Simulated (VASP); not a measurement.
A run of VASP 6.6.1:

INCAR

```
ALGO = Normal
EDIFF = 1E-7
EDIFFG = -0.01
ENCUT = 600
GGA = PE
IBRION = 2
ISIF = 3
ISMEAR = 0
LASPH = T
LCHARG = F
LREAL = F
LWAVE = F
NELM = 100
NSW = 100
PREC = Accurate
SIGMA = 0.1
```

KPOINTS

```
k-points
0
Gamma
  8 8 6
```

POSCAR

```
Pb4F
1.0
    4.7536873815      0.0000000000      0.0000000000
    0.0000000000      4.7536873815      0.0000000000
    0.0000000000      0.0000000000      6.4678276060
Pb F
4 1
Direct
    0.5000000000      0.0000000000      0.2527755511
    0.0000000000      0.5000000000      0.7472244489
    0.5000000000      0.0000000000      0.7472244489
    0.0000000000      0.5000000000      0.2527755511
    0.0000000000      0.0000000000      0.0000000000
```

Potentials or basis: VASP PAW PBE potentials, release 64 (Pb_d, F).

Command:

```console
$ cat potpaw_PBE.64/Pb_d/POTCAR potpaw_PBE.64/F/POTCAR > POTCAR
$ mpirun -np 1 vasp_std > vasp.out
```

Hardware: 1 thread of Intel(R) Xeon(R) Platinum 8259CL CPU @ 2.50GHz (Skylake/Cascade Lake), with other jobs on the host.

Estimate the wall time of this run.

Wall time 18 min on 1 thread of Intel(R) Xeon(R) Platinum 8259CL CPU @ 2.50GHz (Skylake/Cascade Lake) (shared host), peak memory 0.51 GiB. Counts: scf iterations 49, k points 60, ion steps 5.
